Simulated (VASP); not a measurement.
Wanted: the native input for a VASP 6.6.1 run.

```yaml
Task: single point
Functional: r2SCAN
Potentials_or_basis: VASP PAW PBE potentials, release 64 (B, N)
Cutoff: 520 eV
k_mesh: 12 × 12 × 4
Occupations: gaussian, width 0.05 eV
Spin: no spin polarisation
Dipole_correction: no
Further_INCAR_settings: ALGO = Normal; EDIFF = 1e-06; NBANDS = 16
```

BN:

```
B N
1.0
     2.22229    0.00000    0.00000
    -1.11115    1.92456    0.00000
     0.00000    0.00000    6.66120
B N
2 2
Direct
  0.33333 0.66667 0.25000
  0.66667 0.33333 0.75000
  0.33333 0.66667 0.75000
  0.66667 0.33333 0.25000
```

This cell differs from its parent crystal: strain -0.1125 x Voigt [1, 1, 0, 0, 0, 0].

One way to write it, as run:

POSCAR

```
BN
1.0
    2.2222926376      0.0000000000      0.0000000000
   -1.1111463188      1.9245618788      0.0000000000
    0.0000000000      0.0000000000      6.6612000000
B N
2 2
Direct
    0.3333333333      0.6666666667      0.2500000000
    0.6666666667      0.3333333333      0.7500000000
    0.3333333333      0.6666666667      0.7500000000
    0.6666666667      0.3333333333      0.2500000000
```

INCAR.step1

```
ALGO     = Normal         # electronic algorithm
EDIFF    = 1E-4           # SCF threshold, eV
ENCUT    = 520            # plane-wave cutoff, eV
GGA      = PE             # functional
ISMEAR   = 0              # smearing method
LASPH    = True           # aspherical terms in the spheres
LCHARG   = False          # write CHGCAR
LREAL    = False          # projectors in reciprocal space
LWAVE    = True           # write WAVECAR
NBANDS   = 16             # bands
NELM     = 60             # most SCF steps
PREC     = Accurate       # precision mode
SIGMA    = 0.05           # smearing width, eV
```

INCAR.step2

```
ALGO     = Normal         # electronic algorithm
EDIFF    = 1E-6           # SCF threshold, eV
ENCUT    = 520            # plane-wave cutoff, eV
ISIF     = 2              # what is computed and relaxed
ISMEAR   = 0              # smearing method
ISTART   = 1            
LASPH    = True           # aspherical terms in the spheres
LCHARG   = False          # write CHGCAR
LMIXTAU  = True         
LREAL    = False          # projectors in reciprocal space
LWAVE    = False          # write WAVECAR
METAGGA  = R2SCAN         # meta-GGA
NBANDS   = 16             # bands
NELM     = 60             # most SCF steps
PREC     = Accurate       # precision mode
SIGMA    = 0.05           # smearing width, eV
```

KPOINTS

```
k-points
0
Gamma
  12 12 4
```

Potentials or basis: VASP PAW PBE potentials, release 64 (B, N).

The run is started by

```sh
$ cat potpaw_PBE.64/B/POTCAR potpaw_PBE.64/N/POTCAR > POTCAR
$ cp INCAR.step1 INCAR
$ mpirun -np 1 vasp_std > vasp.out
$ cp INCAR.step2 INCAR
$ mpirun -np 1 vasp_std > vasp.out
```

Results of the run:

The pressure is 144.5 GPa. The band gap on the k mesh is 5.03 eV (least direct gap 5.79 eV).

Caveat: the cell differs from its parent crystal (strain -0.1125 x Voigt [1, 1, 0, 0, 0, 0]); the cell stands under pressure; the PAW data sets were made with another functional, which shifts forces and pressure a little.

Run time: 2 min on 1 thread of Intel Xeon 8259CL, on a shared host, peak memory 0.15 GiB.
